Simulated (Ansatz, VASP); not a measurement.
One calculation of HgTe, two programs

```
Hg Te
1.0
     0.00000    3.22350    3.12679
     3.22350    0.00000    3.12679
     3.22350    3.22350    0.00000
Hg Te
1 1
Direct
  0.00000 0.00000 0.00000
  0.75000 0.75000 0.75000
```

Change from the starting cell: zz strain of -3 %.

Alike in both runs: task single point; functional PBE; k mesh 11 × 11 × 11; occupations fermi-dirac, width 0.03 eV; no spin polarisation.

|  | VASP | Ansatz |
| --- | --- | --- |
| version | VASP 6.6.1 | Ansatz 0.2.0 |
| potentials or method | VASP PAW PBE potentials, release 64 (Hg, Te), cutoff 520 eV | all-electron LAPW, scalar-relativistic |

```csv
,VASP,Ansatz,Ansatz less VASP
pressure (GPa),5.9,5.8,-0.08
"traceless stress, the component that is largest in VASP (GPa)",0.19,0.19,-0.001
```

Ansatz ran all-electron here, and VASP with PAW potentials.

Spin-orbit coupling is off throughout.
